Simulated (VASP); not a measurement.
TiAl, 2 atoms in the cell. It takes space group P-6m2 (No. 187, hexagonal). The conventional cell has a = 2.936 Å, b = 2.936 Å, c = 4.509 Å, α = 90.00°, β = 90.00°, γ = 120.00°. Within 3.7 Å of Ti (site symmetry -6m2) lie 6 Al at 2.82 Å and 6 Ti at 2.94 Å. Within 3.7 Å of Al (site symmetry -6m2) lie 6 Ti at 2.82 Å and 6 Al at 2.94 Å.  This cell differs from its parent crystal: strained.

```yaml
Program: VASP 6.6.1
Task: single point
Functional: PBE
Potentials_or_basis: VASP PAW PBE potentials, release 64 (Ti_sv, Al)
Cutoff: 520 eV
k_mesh: 18 × 18 × 10
Occupations: gaussian, width 0.1 eV
Spin: no spin polarisation
Dipole_correction: no
Further_INCAR_settings: ALGO = Fast; EDIFF = 1e-06; NBANDS = 14
```

Potentials or basis: VASP PAW PBE potentials, release 64 (Ti_sv, Al).

Launch:

```bash
$ cat potpaw_PBE.64/Ti_sv/POTCAR potpaw_PBE.64/Al/POTCAR > POTCAR
$ mpirun -np 1 vasp_std > vasp.out
```

Hardware: 1 thread of Intel Xeon 8259CL, on a shared host.

Q: Estimate the wall time of this run.

A: It took 4.5 min on 1 thread of Intel Xeon 8259CL, on a shared host, peak memory 0.24 GiB. Counts: scf iterations 27, k points 222.
